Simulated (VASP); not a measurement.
A run of VASP 6.6.1:

File INCAR:

```
SYSTEM = SiC20
ALGO = Normal ; DIPOL = 0.5 0.5 0.306
EDIFF = 1E-7 ; ENCUT = 520
GGA = PE ; IDIPOL = 3
ISIF = 2 ; ISMEAR = 0
IVDW = 12 ; LASPH = .True.
LCHARG = .True. ; LDIPOL = .True.
LELF = .True. ; LREAL = Auto
LVACPOTAV = .True. ; LVHAR = .True.
LWAVE = .False. ; NBANDS = 58
NELM = 100 ; PREC = Accurate
SIGMA = 0.1
```

Contents of KPOINTS:

```
k-points
0
Gamma
  6 4 1
  0 0 0
```

The input POSCAR:

```
SiC20
1.0
    4.9300510483      0.0000000000      0.0000000000
   -1.2325127621      7.0736882673      0.0000000000
    0.0000000000      0.0000000000     22.1293523549
C Si
20 1
Direct
    0.3858166895      0.5432667578      0.1807554029
    0.8858166895      0.5432667578      0.1807554029
    0.2722014076      0.0888056305      0.2267404590
    0.7722014076      0.0888056305      0.2267404590
    0.4009962183      0.6039848731      0.2420688497
    0.9009962183      0.6039848731      0.2420688497
    0.0297911243      0.1191644973      0.2573972018
    0.5297911243      0.1191644973      0.2573972018
    0.1585861258      0.6343445031      0.2727255152
    0.6585861258      0.6343445031      0.2727255152
    0.0461074868      0.1844301691      0.3199090572
    0.5461074868      0.1844301691      0.3199090572
    0.1537589873      0.6150359018      0.3368154657
    0.6537589873      0.6150359018      0.3368154657
    0.3084764848      0.2339064522      0.3480645378
    0.8084764848      0.2339064522      0.3480645378
    0.3880568074      0.5522270554      0.3629961795
    0.8880568074      0.5522270554      0.3629961795
    0.3445502047      0.3782016492      0.3944694004
    0.8445502047      0.3782016492      0.3944694004
    0.5945502047      1.1282016492      0.5481114928
```

Potentials or basis: VASP PAW PBE potentials, release 64 (C, Si).

Command:

```bash
$ cat potpaw_PBE.64/C/POTCAR potpaw_PBE.64/Si/POTCAR > POTCAR
$ mpirun -np 1 vasp_std > vasp.out
```

Hardware: 1 thread of AMD EPYC 9R45 96-Core Processor (Zen 5), on a shared host.

Q: How long does it take, and how much memory?

A: Run time: 15 min on 1 thread of AMD EPYC 9R45 96-Core Processor (Zen 5), with other jobs on the host, peak memory 0.89 GiB. Counts: scf iterations 34, k points 14.
